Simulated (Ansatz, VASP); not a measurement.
HfSiO4 in VASP and in Ansatz

File INCAR:

```
SYSTEM = HfSiO4
ALGO     = Normal         ! electronic algorithm
EDIFF    = 1E-6           ! SCF threshold, eV
EDIFFG   = -0.003         ! ionic threshold
ENCUT    = 600            ! plane-wave cutoff, eV
GGA      = PE             ! functional
IBRION   = 2              ! ionic algorithm
ISIF     = 3              ! what is computed and relaxed
ISMEAR   = 0              ! smearing method
LASPH    = .True.         ! aspherical terms in the spheres
LCHARG   = .False.        ! write CHGCAR
LREAL    = .False.        ! projectors in reciprocal space
LWAVE    = .False.        ! write WAVECAR
NELM     = 80             ! most SCF steps
NSW      = 100            ! ionic steps
PREC     = Accurate       ! precision mode
SIGMA    = 0.01           ! smearing width, eV
```

KPOINTS

```
k-points
0
Gamma
  4 4 4
  0 0 0
```

File POSCAR:

```
HfSiO4
1.0
   -3.2862500000      3.2862500000      2.9816000000
    3.2862500000     -3.2862500000      2.9816000000
    3.2862500000      3.2862500000     -2.9816000000
Hf Si O
2 2 8
Direct
    0.7500000000      0.2500000000      0.5000000000
    0.0000000000      0.0000000000      0.0000000000
    0.2500000000      0.7500000000      0.5000000000
    0.5000000000      0.5000000000      0.0000000000
    0.1353000000      0.3198000000      0.8155000000
    0.0698000000      0.7543000000      0.6845000000
    0.5043000000      0.3198000000      0.1845000000
    0.0698000000      0.3853000000      0.3155000000
    0.6147000000      0.9302000000      0.6845000000
    0.6802000000      0.8647000000      0.1845000000
    0.2457000000      0.9302000000      0.3155000000
    0.6802000000      0.4957000000      0.8155000000
```

Input for Ansatz:

```yaml
crystal:
  lattice:
    - [-3.28625, 3.28625, 2.9816]
    - [3.28625, -3.28625, 2.9816]
    - [3.28625, 3.28625, -2.9816]
  atoms:
    - { symbol: Hf, position: [0.75, 0.25, 0.5] }
    - { symbol: Hf, position: [0.0, 0.0, 0.0] }
    - { symbol: Si, position: [0.25, 0.75, 0.5] }
    - { symbol: Si, position: [0.5, 0.5, 0.0] }
    - { symbol: O, position: [0.1353, 0.3198, 0.8155] }
    - { symbol: O, position: [0.0698, 0.7543, 0.6845] }
    - { symbol: O, position: [0.5043, 0.3198, 0.1845] }
    - { symbol: O, position: [0.0698, 0.3853, 0.3155] }
    - { symbol: O, position: [0.6147, 0.9302, 0.6845] }
    - { symbol: O, position: [0.6802, 0.8647, 0.1845] }
    - { symbol: O, position: [0.2457, 0.9302, 0.3155] }
    - { symbol: O, position: [0.6802, 0.4957, 0.8155] }
scf:
  occupations: { method: fixed }
output:
  forces: true
  stress: true
  eigenvalues: true
  write_density: true
  write_potential: true
  elf: true
  volumetric_format: npy
hamiltonian:
  xc: pbe
basis:
  ecutwfc: 600
kpoints:
  mp_grid: { grid: [4, 4, 4] }
relax:
  f_tol: 0.003
  max_steps: 80
  cell: { stress_tol: 0.05 }
```

Alike in both runs: task relaxation of cell and atoms; functional PBE; k mesh 4 × 4 × 4; no spin polarisation.

|  | VASP | Ansatz |
| --- | --- | --- |
| version | VASP 6.6.1 | Ansatz 0.2.0 |
| potentials or method | VASP PAW PBE potentials, release 64 (Hf_pv, Si, O), cutoff 600 eV | scalar-relativistic, plane waves, PAW |
| occupations | gaussian, width 0.01 eV | fixed |
| valence electrons in the cell | 76 | 108 |

Ansatz gave:

| Property | Result |
| --- | --- |
| gap on the k mesh at the Fermi level, each at its own relaxed structure (eV) | 5.33 |
| relaxed volume (Å³/atom) | 11.07 |
| relaxed length of the cell vector where the two differ most in proportion (Å) | 5.579 |

Problem. Which values does VASP return?

Solution. gap on the k mesh at the Fermi level, each at its own relaxed structure (eV): 5.35; relaxed volume (Å³/atom): 10.96; relaxed length of the cell vector where the two differ most in proportion (Å): 5.560.

VASP's potentials hold 76 valence electrons a cell and Ansatz's 108, so a difference there can come from the potentials and not from the codes.

Spin-orbit coupling is off throughout.
